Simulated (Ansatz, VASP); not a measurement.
# GaAsSe3 in VASP and in Ansatz

```
CELL_PARAMETERS angstrom
3.58322 2.06877 3.27950
-3.58322 2.06877 3.27950
0.00000 -4.13755 3.27950
ATOMIC_POSITIONS crystal
Ga 0.48558 0.48558 0.48558
As 0.13485 0.13485 0.13485
Se 0.44043 0.96980 0.44043
Se 0.44043 0.44043 0.96980
Se 0.96980 0.44043 0.44043
```

Change from the starting cell: species swapped into the BaTiO3 type (R3m, No. 160).

Alike in both runs: functional PBE; k mesh 3 × 3 × 3; occupations gaussian, width 0.15 eV; no spin polarisation.

Ansatz relaxed the structure, and its values are those at the end. VASP's run is a single point on that final structure, the one shown.

|  | VASP | Ansatz |
| --- | --- | --- |
| version | VASP 6.6.1 | Ansatz 0.2.0 |
| potentials or method | VASP PAW PBE potentials, release 64 (Ga_d, As, Se), cutoff 500 eV | scalar-relativistic, plane waves, PAW |
| valence electrons in the cell | 36 | 76 |

|  | VASP | Ansatz | Ansatz less VASP |
| --- | --- | --- | --- |
| gap on the k mesh at the Fermi level (eV) | none | none | - |
| pressure (GPa) | 0.4 | 0.2 | -0.13 |
| rms of the force components (eV/Å) | 0.024 | 0.003 | -0.0206 |

A gap of «none» marks a metal or a gap that the smearing closes. VASP's potentials hold 36 valence electrons a cell and Ansatz's 76, so a difference there can come from the potentials and not from the codes.

The k mesh is coarse, so the values compare programs but aren't converged.
